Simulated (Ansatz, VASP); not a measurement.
**InO: VASP beside Ansatz**

```xyz
4
Lattice="3.3590 0.0000 0.0000 -1.6795 2.9090 0.0000 0.0000 0.0000 16.3949" Properties=species:S:1:pos:R:3 pbc="T T T"
In    1.6795    0.9697    9.5525
In    1.6795    0.9697    6.8424
O     0.0000    0.0000   10.4085
O     0.0000    0.0000    5.9864
```

Alike in both runs: task single point; functional PBE; k mesh 12 × 12 × 4; occupations gaussian, width 0.05 eV; no spin polarisation.

|  | VASP | Ansatz |
| --- | --- | --- |
| version | VASP 6.6.1 | Ansatz 0.2.0 |
| potentials or method | VASP PAW PBE potentials, release 64 (In_d, O), cutoff 520 eV | scalar-relativistic, plane waves, PAW |
| valence electrons in the cell | 38 | 38 |

VASP gave:

- gap on the k mesh at the Fermi level (eV): 0.92
- least direct gap on the mesh (eV): 1.43
- rms of the force components (eV/Å): 0.330

Task: What did Ansatz give for the same quantities?

Result: gap on the k mesh at the Fermi level (eV): 0.92; least direct gap on the mesh (eV): 1.44; rms of the force components (eV/Å): 0.344.

Atom by atom the forces differ by 0.020 eV/Å (rms over components). The functional is the same, so the differences come from potentials, cutoffs and numerics.
